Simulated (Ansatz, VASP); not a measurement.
## TaN: VASP beside Ansatz

The input INCAR:

```
ALGO     = Normal         # electronic algorithm
EDIFF    = 1E-8           # SCF threshold, eV
ENCUT    = 520            # plane-wave cutoff, eV
GGA      = PE             # functional
ISIF     = 2              # what is computed and relaxed
ISMEAR   = -1             # smearing method
LASPH    = True           # aspherical terms in the spheres
LCHARG   = False          # write CHGCAR
LEFG     = True         
LREAL    = False          # projectors in reciprocal space
LWAVE    = False          # write WAVECAR
NBANDS   = 33             # bands
NELM     = 80             # most SCF steps
PREC     = Accurate       # precision mode
SIGMA    = 0.03           # smearing width, eV
```

Contents of KPOINTS:

```
k-points
0
Gamma
  5 5 8
```

The input POSCAR:

```
TaN
1.0
    5.1501995545      0.0000000000      0.0000000000
   -2.5750997773      4.4602036488      0.0000000000
    0.0000000000      0.0000000000      2.8884826334
Ta N
3 3
Direct
    0.0000000000      0.0000000000      0.0000000000
    0.3333333333      0.6666666667      0.5000000000
    0.6666666667      0.3333333333      0.5000000000
    0.5000000000      0.0000000000      0.0000000000
    0.5000000000      0.5000000000      0.0000000000
    0.0000000000      0.5000000000      0.0000000000
```

Input for Ansatz:

```yaml
crystal:
  lattice:
    - [5.1501995545, 0.0, 0.0]
    - [-2.5750997773, 4.4602036488, 0.0]
    - [0.0, 0.0, 2.8884826334]
  atoms:
    - { symbol: Ta, position: [0.0, 0.0, 0.0] }
    - { symbol: Ta, position: [0.3333333333, 0.6666666667, 0.5] }
    - { symbol: Ta, position: [0.6666666667, 0.3333333333, 0.5] }
    - { symbol: "N", position: [0.5, 0.0, 0.0] }
    - { symbol: "N", position: [0.5, 0.5, 0.0] }
    - { symbol: "N", position: [0.0, 0.5, 0.0] }
kpoints:
  mp_grid: { grid: [5, 5, 8] }
scf:
  occupations: { method: fermi_dirac, width: 0.03 }
hamiltonian:
  xc: pbe
  pseudopotentials: { kind: paw }
output:
  forces: true
  stress: true
  eigenvalues: true
  efg: { contact_densities: true }
  write_density: true
  write_potential: true
  elf: true
  volumetric_format: npy
```

Change from the starting cell: volume scaled by 0.98, PAW files.

Alike in both runs: task electric field gradients; functional PBE; k mesh 5 × 5 × 8; occupations fermi-dirac, width 0.03 eV; no spin polarisation.

```csv
,VASP,Ansatz
version,VASP 6.6.1,Ansatz 0.2.0
potentials or method,"VASP PAW PBE potentials, release 64 (Ta_pv, N)","PAW with Ansatz's default frozen-core files, scalar-relativistic"
plane-wave cutoff (eV),520,420
valence electrons in the cell,48,54
```

|  | VASP | Ansatz | Ansatz less VASP |
| --- | --- | --- | --- |
| pressure (GPa) | 18.5 | 17.6 | -0.95 |
| traceless stress, the component that is largest in VASP (GPa) | 2.61 | 2.41 | -0.202 |
| size of Vzz on the site where it differs most (V/Å²) | 345.3 | 467.8 | +122.46 |

VASP's potentials hold 48 valence electrons a cell and Ansatz's 54, so a difference there can come from the potentials and not from the codes.

Neither program's run includes spin-orbit coupling.
